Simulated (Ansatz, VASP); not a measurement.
## BeCdO2: VASP beside Ansatz

```xyz
8
Lattice="2.8973 0.0000 0.0000 -1.4486 2.5091 0.0000 0.0000 0.0000 10.9887" Properties=species:S:1:pos:R:3 pbc="T T T"
Be    0.0000    1.6727    8.2415
Be    1.4486    0.8364    2.7472
Cd    0.0000    0.0000    5.4944
Cd    0.0000    0.0000    0.0000
O     0.0000    1.6727    3.8657
O     1.4486    0.8364    9.3601
O     1.4486    0.8364    7.1230
O     0.0000    1.6727    1.6287
```

Alike in both runs: functional PBE; k mesh 6 × 6 × 2; occupations gaussian, width 0.1 eV; no spin polarisation.

Ansatz relaxed the structure, and its values are those at the end. VASP's run is a single point on that final structure, the one shown.

```csv
,VASP,Ansatz
version,VASP 6.6.1,Ansatz 0.2.0
potentials or method,"VASP PAW PBE potentials, release 64 (Be, Cd_sv_GW, O), cutoff 700 eV","scalar-relativistic, plane waves, PAW"
valence electrons in the cell,68,68
```

```csv
,VASP,Ansatz,Ansatz less VASP
gap on the k mesh at the Fermi level (eV),0.26,0.26,+0.002
least direct gap on the mesh (eV),0.68,0.68,+0.004
pressure (GPa),-0.2,0.0,+0.18
```

With one functional, cell and mesh, what is left measures potentials, basis and numerics.
